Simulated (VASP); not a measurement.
# SnO2 in VASP: notebook

Runs on SnO2. Level: PBE. Tasks: single point.

All numbers are computed with VASP 6.6.1; they aren't measurements. Logs are shortened: lines on timing, memory, paths and dates and some standing lists are left out, and cuts for length are marked.

### 1 The cell of the first run

The typed cell holds 6 atoms: a = 4.935 Å, b = 4.935 Å, c = 3.098 Å, α = 90.00°, β = 90.00°, γ = 90.00°.

### 2 Single point, PBE

Contents of INCAR:

```
PREC = Accurate ; ENCUT = 520
EDIFF = 1E-7 ; ISMEAR = 0
SIGMA = 0.05 ; LREAL = F
LASPH = T ; NELM = 80
ALGO = Normal ; ISIF = 2
LWAVE = F ; LCHARG = F
GGA = PE ; NBANDS = 35
```

Contents of KPOINTS:

```
regular mesh
0
Gamma
  6 6 8
```

Contents of POSCAR:

```
SnO2
1.0
    4.9352961424      0.0000000000      0.0000000000
    0.0000000000      4.9353101105      0.0000000000
    0.0000000000      0.0000000000      3.0983789182
Sn O
2 4
Direct
    0.5000000000      0.5000000000      0.5000000000
    0.0000000000      0.0000000000      0.0000000000
    0.3212190046      0.3212768970      0.0000000000
    0.8212190046      0.1787231030      0.5000000000
    0.1787809954      0.8212768970      0.5000000000
    0.6787809954      0.6787231030      0.0000000000
```

Potentials or basis: VASP PAW PBE potentials, release 64 (Sn_d, O).

Command:

```bash
$ cat potpaw_PBE.64/Sn_d/POTCAR potpaw_PBE.64/O/POTCAR > POTCAR
$ mpirun -np 1 vasp_std > vasp.out
```

OUTCAR:

```text
PREC = Accurate
   ENCUT = 520
   EDIFF = 1E-7
   ISMEAR = 0
   LREAL = F
   LASPH = T
   NELM = 80
   ISIF = 2
   GGA = PE

 ion  position               nearest neighbor table
   1  0.500  0.500  0.500-   3 1.99   6 1.99   3 1.99   6 1.99   5 2.24   4 2.24
   2  0.000  0.000  0.000-   4 1.99   5 1.99   4 1.99   5 1.99   3 2.24   6 2.24
   3  0.321  0.321  0.000-   1 1.99   1 1.99   2 2.24
   4  0.821  0.179  0.500-   2 1.99   2 1.99   1 2.24
   5  0.179  0.821  0.500-   2 1.99   2 1.99   1 2.24
   6  0.679  0.679  0.000-   1 1.99   1 1.99   2 2.24

  LATTYP: Found a simple tetragonal cell.
 ALAT       =     4.9352961424
 C/A-ratio  =     0.6278000000

  Lattice vectors:

 A1 = (   4.9352961424,   0.0000000000,   0.0000000000)
 A2 = (   0.0000000000,   4.9353101105,   0.0000000000)
 A3 = (   0.0000000000,   0.0000000000,   3.0983789182)

Analysis of symmetry for initial positions (statically):
=====================================================================
 Subroutine PRICEL returns:
 Original cell was already a primitive cell.

 Routine SETGRP: Setting up the symmetry group for a
 simple tetragonal supercell.

 Subroutine GETGRP returns: Found  8 space group operations
 (whereof  4 operations were pure point group operations)
 out of a pool of 16 trial point group operations.

The static configuration has the point symmetry C_2h.
 The point group associated with its full space group is D_2h.

Analysis of symmetry for dynamics (positions and initial velocities):
=====================================================================
 Subroutine PRICEL returns:
 Original cell was already a primitive cell.

 Routine SETGRP: Setting up the symmetry group for a
 simple tetragonal supercell.

 Subroutine GETGRP returns: Found  8 space group operations
 (whereof  4 operations were pure point group operations)
 out of a pool of 16 trial point group operations.

The dynamic configuration has the point symmetry C_2h.
 The point group associated with its full space group is D_2h.

 Subroutine INISYM returns: Found  8 space group operations
 (whereof  4 operations are pure point group operations),
 and found     1 'primitive' translations

----------------------------------------------------------------------------------------

                                     Primitive cell

  volume of cell :      75.4679

  direct lattice vectors                    reciprocal lattice vectors
     4.935296142  0.000000000  0.000000000     0.202622086  0.000000000  0.000000000
     0.000000000  4.935310110  0.000000000     0.000000000  0.202621513  0.000000000
     0.000000000  0.000000000  3.098378918     0.000000000  0.000000000  0.322749420

  length of vectors
     4.935296142  4.935310110  3.098378918     0.202622086  0.202621513  0.322749420

  position of ions in fractional coordinates (direct lattice)
     0.500000000  0.500000000  0.500000000
     0.000000000  0.000000000  0.000000000
     0.321219005  0.321276897  0.000000000
     0.821219005  0.178723103  0.500000000
     0.178780995  0.821276897  0.500000000
     0.678780995  0.678723103  0.000000000

  ion indices of the primitive-cell ions
   primitive index   ion index
                 1           1
                 2           2
                 3           3
                 4           4
                 5           5
                 6           6

----------------------------------------------------------------------------------------

 KPOINTS: regular mesh

Automatic generation of k-mesh.
 Grid dimensions read from file:
 generate k-points for:    6    6    8

 Generating k-lattice:

  Cartesian coordinates                     Fractional coordinates (reciprocal lattice)
     0.033770348  0.000000000  0.000000000     0.166666667  0.000000000  0.000000000
     0.000000000  0.033770252  0.000000000     0.000000000  0.166666667  0.000000000
     0.000000000  0.000000000  0.040343678     0.000000000  0.000000000  0.125000000

  Length of vectors
     0.033770348  0.033770252  0.040343678

  Shift w.r.t. Gamma in fractional coordinates (k-lattice)
     0.000000000  0.000000000  0.000000000

 Subroutine IBZKPT returns following result:
 ===========================================

 Found     80 irreducible k-points:

 Following reciprocal coordinates:
            Coordinates               Weight
  0.000000  0.000000  0.000000      1.000000
  0.166667  0.000000  0.000000      2.000000
  0.000000  0.166667  0.000000      2.000000
  0.333333  0.000000  0.000000      2.000000
  0.000000  0.333333  0.000000      2.000000
  0.500000  0.000000  0.000000      1.000000
[... 16 lines left out ...]
  0.000000  0.500000  0.125000      2.000000
  0.166667  0.166667  0.125000      8.000000
 [... further k-points ...]
   k-points           NKPTS =     80   k-points in BZ     NKDIM =     80   number of bands    NBANDS=     35
   number of dos      NEDOS =    301   number of ions     NIONS =      6
[... 32 lines left out ...]
   EFERMI_NEDOS =   21; number of points for ismear=-14 and -15
   IALGO  =     38    algorithm
   IMIX   =      4    mixing-type and parameters
     AMIX     =   0.40;   BMIX     =  1.00
     AMIX_MAG =   1.60;   BMIX_MAG =  1.00
  volume/ion in A,a.u.               =      12.58        84.88
  Fermi-wavevector in a.u.,A,eV,Ry     =   1.445956  2.732461 28.446926  2.090790
  Thomas-Fermi vector in A             =   2.564080
   LORBIT       =      0    0 simple, 1 ext, 2 COOP (PROOUT), +10 PAW based schemes
   GGA     = PE    functional components
   LHFCALC =     F    Hartree Fock is set to
   AEXX    =    0.0000 exact exchange contribution
   IVDW    =     0    specifies the selected vdW correction
   LEPSILON=     F    determine dielectric tensor
   LRPA    =     F    only Hartree local field effects (RPA)
 non-spin polarized calculation
 Gauss-broadening in eV      SIGMA  =   0.05
  energy-cutoff  :      520.00
  volume of cell :       75.47
 maximum number of plane-waves:      2050
 NGX is ok and might be reduce to    40

 number of electron      51.9999999 magnetization

 Free energy of the ion-electron system (eV)
  ---------------------------------------------------
  ext. energy  EPLUGINS =         0.00000000
  ---------------------------------------------------
  free energy    TOTEN  =       -36.63928481 eV

  energy without entropy =      -36.63928481  energy(sigma->0) =      -36.63928481

 E-fermi :   5.6783     XC(G=0): -10.8946

 val. band max:        5.3891073891   @ k =   0.0000   0.0000   0.0000
 cond. band min:       6.8388459751   @ k =   0.0000   0.0000   0.0000
 fundamental gap:      1.4497385859
 Fermi energy:         5.6783477177

 k-point     1 :       0.0000    0.0000    0.0000
  band No.  band energies     occupation
      1     -15.6828      2.00000
      2     -15.2765      2.00000
      3     -14.5867      2.00000
      4     -14.5867      2.00000
      5     -14.5457      2.00000
      6     -14.4745      2.00000
[... 27 lines left out ...]
     34      17.1256      0.00000
     35      17.4046      0.00000

 k-point     2 :       0.1667    0.0000    0.0000
  band No.  band energies     occupation
      1     -15.6562      2.00000
      2     -15.3012      2.00000
      3     -14.5860      2.00000
      4     -14.5860      2.00000
      5     -14.5429      2.00000
      6     -14.4699      2.00000
[... 27 lines left out ...]
     34      17.1574      0.00000
     35      17.6103      0.00000

 k-point     3 :       0.0000    0.1667    0.0000
  band No.  band energies     occupation
      1     -15.6562      2.00000
      2     -15.3012      2.00000
      3     -14.5860      2.00000
      4     -14.5860      2.00000
      5     -14.5429      2.00000
      6     -14.4699      2.00000
[... 27 lines left out ...]
     34      17.1572      0.00000
     35      17.6104      0.00000
[... 723 lines left out ...]
 k-point    23 :       0.0000    0.5000    0.1250
  band No.  band energies     occupation
      1     -15.3634      2.00000
      2     -15.3634      2.00000
      3     -14.8094      2.00000
      4     -14.8094      2.00000
      5     -14.4754      2.00000
      6     -14.4754      2.00000
[... 27 lines left out ...]
     34      17.6327      0.00000
     35      18.6103      0.00000

 k-point    24 :       0.1667    0.1667    0.1250
  band No.  band energies     occupation
      1     -15.5241      2.00000
      2     -15.1918      2.00000
      3     -14.8079      2.00000
      4     -14.8007      2.00000
      5     -14.5090      2.00000
      6     -14.4601      2.00000
[... 27 lines left out ...]
     34      17.1672      0.00000
     35      18.0554      0.00000

 [... further k-points ...]

------------------------ aborting loop because EDIFF is reached ----------------------------------------

  FORCE on cell =-STRESS in cart. coord.  units (eV):
  Direction    XX          YY          ZZ          XY          YZ          ZX
  --------------------------------------------------------------------------------------
  -------------------------------------------------------------------------------------
  Total        2.7058205      2.7032642     11.6166882     -0.0000000      0.0000000      0.0000000
  in kB       57.4443579     57.3900869    246.6213787     -0.0000000      0.0000000      0.0000000
  external PRESSURE =     120.4852745 kB  Pullay stress =       0.0000000 kB

 VOLUME and BASIS-vectors are now :
 -----------------------------------------------------------------------------
  energy-cutoff  :      520.00
  volume of cell :       75.47
      direct lattice vectors                 reciprocal lattice vectors
     4.935296142  0.000000000  0.000000000     0.202622086  0.000000000  0.000000000
     0.000000000  4.935310110  0.000000000     0.000000000  0.202621513  0.000000000
     0.000000000  0.000000000  3.098378918     0.000000000  0.000000000  0.322749420

 POSITION                                       TOTAL-FORCE (eV/Angst)
 -----------------------------------------------------------------------------------
      2.46765      2.46766      1.54919         0.000000      0.000000      0.000000
      0.00000      0.00000      0.00000         0.000000      0.000000      0.000000
      1.58531      1.58560      0.00000        -1.751076     -1.750930      0.000000
      4.05296      0.88205      1.54919        -1.751076      1.750930      0.000000
      0.88234      4.05326      1.54919         1.751076     -1.750930     -0.000000
      3.34999      3.34971      0.00000         1.751076      1.750930     -0.000000
 -----------------------------------------------------------------------------------
    total drift:                                0.000000     -0.000000      0.000000

  FREE ENERGIE OF THE ION-ELECTRON SYSTEM (eV)
  ---------------------------------------------------
  free  energy   TOTEN  =       -36.6392848094 eV

  energy  without entropy=      -36.6392848094  energy(sigma->0) =      -36.63928481
```

Wall time 88 s (1 thread of Intel Xeon 6975P-C (Granite Rapids), shared host); peak memory 0.3 GiB.

Results:

* Free energy: -36.6393 eV
* Pressure: 12.0 GPa
* Largest force: 2.476 eV/Å
* Band gap on the k mesh: 1.45 eV

Forces on the atoms (eV/Å):
```
Sn   0.000  0.000  0.000
Sn   0.000  0.000  0.000
O   -1.751 -1.751  0.000
O   -1.751  1.751  0.000
O    1.751 -1.751  0.000
O    1.751  1.751  0.000
```

Caveat: the stress differs along the axes, from 6 to 25 GPa; spin-orbit coupling is left out, which moves the levels of the heavy elements; forces of over 1 eV/Å act on the atoms, so gaps and moduli don't describe the material at rest.

### 3 Single point, PBE

This run uses another cell than the first one, of the same volume but with other edges.

Contents of INCAR:

```
SYSTEM = SnO2
PREC = Accurate ; ENCUT = 520
EDIFF = 1E-7 ; ISMEAR = 0
SIGMA = 0.05 ; LREAL = .False.
LASPH = .True. ; NELM = 80
ALGO = Normal ; ISIF = 2
LWAVE = .False. ; LCHARG = .True.
GGA = PE ; LELF = .True.
LVHAR = .True. ; NBANDS = 35
```

Contents of KPOINTS:

```
Automatic mesh
0
Gamma
  6 6 8
  0 0 0
```

Contents of POSCAR:

```
SnO2
1.0
    4.8804606745      0.0000000000      0.0000000000
    0.0000000000      4.8804744875      0.0000000000
    0.0000000000      0.0000000000      3.1683950699
Sn O
2 4
Direct
    0.5000000000      0.5000000000      0.5000000000
    0.0000000000      0.0000000000      0.0000000000
    0.3358655675      0.3359234599      0.0000000000
    0.8358655675      0.1640765401      0.5000000000
    0.1641344325      0.8359234599      0.5000000000
    0.6641344325      0.6640765401      0.0000000000
```

Potentials or basis: VASP PAW PBE potentials, release 64 (Sn_d, O).

Command:

```bash
$ cat potpaw_PBE.64/Sn_d/POTCAR potpaw_PBE.64/O/POTCAR > POTCAR
$ mpirun -np 1 vasp_std > vasp.out
```

It took 75 s on 1 thread of Intel Xeon 6975P-C (Granite Rapids), shared host; peak memory 0.29 GiB.

Results (log left out):

```yaml
Free_energy: -35.2702 eV
Pressure: 20.6 GPa
Largest_force: 5.317 eV/Å
Band_gap_on_the_k_mesh: 1.47 eV
```

Forces in eV/Å, atoms in the order of the input:
```
Sn   0.000  0.000  0.000
Sn   0.000  0.000  0.000
O   -3.760 -3.759  0.000
O   -3.760  3.759  0.000
O    3.760 -3.759  0.000
O    3.760  3.759  0.000
```

Stress tensor (GPa, compression positive):
```
14.75  0.00  0.00
 0.00 14.74  0.00
 0.00  0.00 32.40
```

Levels at points of the mesh, in eV from the valence-band top:
```csv
k point,band 24,band 25,band 26,band 27,band 28,band 29
"(0.00, 0.00, 0.00)",-0.48,-0.48,0.00,1.47,5.20,6.79
"(0.50, 0.00, 0.00)",-0.87,-0.74,-0.74,4.13,4.13,6.86
"(0.00, 0.50, 0.00)",-0.87,-0.74,-0.74,4.13,4.13,6.86
"(0.50, 0.50, 0.00)",-0.84,-0.76,-0.76,4.01,4.01,7.07
"(0.00, 0.00, 0.50)",-1.31,-1.31,-1.31,6.88,6.88,8.55
"(0.50, 0.00, 0.50)",-0.96,-0.19,-0.19,7.06,7.06,7.15
"(0.00, 0.50, 0.50)",-0.96,-0.19,-0.19,7.06,7.06,7.15
"(0.50, 0.50, 0.50)",-1.32,-0.75,-0.75,6.32,6.32,7.55
```

Caveat: the stress differs along the axes, from 15 to 32 GPa; spin-orbit coupling is left out, which moves the levels of the heavy elements; forces of over 1 eV/Å act on the atoms, so gaps and moduli don't describe the material at rest.

### 4 Single point, PBE

This run uses another cell than the first one, of the same volume but with other edges.

Contents of INCAR:

```
PREC     = Accurate       # precision mode
ENCUT    = 520            # plane-wave cutoff, eV
EDIFF    = 1E-7           # SCF threshold, eV
ISMEAR   = 0              # smearing method
SIGMA    = 0.05           # smearing width, eV
LREAL    = False          # projectors in reciprocal space
LASPH    = True           # aspherical terms in the spheres
NELM     = 100            # most SCF steps
ALGO     = Normal         # electronic algorithm
ISIF     = 2              # what is computed and relaxed
LWAVE    = False          # write WAVECAR
LCHARG   = True           # write CHGCAR
GGA      = PE             # functional
LELF     = True           # ELF
LVHAR    = True         
NBANDS   = 35             # bands
```

Contents of KPOINTS:

```
regular mesh
0
Gamma
  6 6 8
```

Contents of POSCAR:

```
SnO2
1.0
    4.7055908175      0.0000000000      0.0000000000
    0.0000000000      4.7056041355      0.0000000000
    0.0000000000      0.0000000000      3.4082594291
Sn O
2 4
Direct
    0.5000000000      0.5000000000      0.5000000000
    0.0000000000      0.0000000000      0.0000000000
    0.2919258790      0.2919837714      0.0000000000
    0.7919258790      0.2080162286      0.5000000000
    0.2080741210      0.7919837714      0.5000000000
    0.7080741210      0.7080162286      0.0000000000
```

Command:

```bash
$ cat potpaw_PBE.64/Sn_d/POTCAR potpaw_PBE.64/O/POTCAR > POTCAR
$ mpirun -np 1 vasp_std > vasp.out
```

Wall time 1.9 min (1 thread of Intel Xeon Platinum 8559C (Emerald Rapids), shared host); peak memory 0.3 GiB.

Results (log left out):

```
Free energy            : -36.6818 eV
Pressure               : 1.4 GPa
Largest force          : 2.208 eV/Å
Band gap on the k mesh : 0.44 eV
```

Forces on the atoms (eV/Å):
```
Sn   0.000  0.000  0.000
Sn   0.000  0.000  0.000
O    1.561  1.561  0.000
O    1.561 -1.561  0.000
O   -1.561  1.561  0.000
O   -1.561 -1.561  0.000
```

Stress tensor (GPa, compression positive):
```
  7.22   0.00   0.00
  0.00   7.23   0.00
  0.00   0.00 -10.38
```

Levels at points of the mesh, in eV from the valence-band top:
| k point | band 22 | band 23 | band 24 | band 25 | band 26 | band 27 | band 28 | band 29 | band 30 | band 31 |
| --- | --- | --- | --- | --- | --- | --- | --- | --- | --- | --- |
| (0.00, 0.00, 0.00) | -1.38 | -1.38 | -0.68 | -0.68 | 0.00 | 0.44 | 5.50 | 5.50 | 5.75 | 8.54 |
| (0.50, 0.00, 0.00) | -2.10 | -1.27 | -1.27 | -0.50 | -0.50 | 4.00 | 4.00 | 6.62 | 6.62 | 10.75 |
| (0.00, 0.50, 0.00) | -2.10 | -1.27 | -1.27 | -0.50 | -0.50 | 4.00 | 4.00 | 6.62 | 6.62 | 10.75 |
| (0.50, 0.50, 0.00) | -2.32 | -1.48 | -1.48 | -0.70 | -0.70 | 4.56 | 4.56 | 7.03 | 7.03 | 10.87 |
| (0.00, 0.00, 0.50) | -2.94 | -1.59 | -1.59 | -1.10 | -1.10 | 5.32 | 5.32 | 9.26 | 9.26 | 9.35 |
| (0.50, 0.00, 0.50) | -1.75 | -0.94 | -0.94 | -0.59 | -0.59 | 5.71 | 5.71 | 7.77 | 7.77 | 9.63 |
| (0.00, 0.50, 0.50) | -1.75 | -0.94 | -0.94 | -0.59 | -0.59 | 5.71 | 5.71 | 7.77 | 7.77 | 9.63 |
| (0.50, 0.50, 0.50) | -1.63 | -0.67 | -0.67 | -0.64 | -0.64 | 3.75 | 3.75 | 9.12 | 9.12 | 9.84 |

Caveat: the stress differs along the axes, from -10 to 7 GPa; semilocal functionals underestimate gaps, and a narrow one can read as zero; spin-orbit coupling is left out, which moves the levels of the heavy elements; forces of over 1 eV/Å act on the atoms, so gaps and moduli don't describe the material at rest.

### 5 The runs side by side

```csv
cell,gap on the mesh (eV),pressure (GPa),largest force (eV/Å)
"a = 4.935, b = 4.935, c = 3.098 Å, 6 atoms, atomic positions A",1.45,12.0,2.48
"a = 4.880, b = 4.880, c = 3.168 Å, 6 atoms, atomic positions B",1.47,20.6,5.32
"a = 4.706, b = 4.706, c = 3.408 Å, 6 atoms, atomic positions C",0.44,1.4,2.21
```

Alike in all rows: task single point; level PBE; potentials or basis VASP PAW PBE potentials, release 64 (Sn_d, O); no spin polarisation; k mesh 6 × 6 × 8; cutoff (eV) 520; smearing gaussian 0.05 eV.

Caveats: spin-orbit coupling is left out, which moves the levels of the heavy elements; forces of over 1 eV/Å act on the atoms, so gaps and moduli don't describe the material at rest; the stress differs along the axes, from 6 to 25 GPa (at least some runs); the stress differs along the axes, from 15 to 32 GPa (at least some runs); the stress differs along the axes, from -10 to 7 GPa (at least some runs); semilocal functionals underestimate gaps, and a narrow one can read as zero (at least some runs).

Total energies depend on the potentials used, so only differences within one code and one set of settings carry meaning.
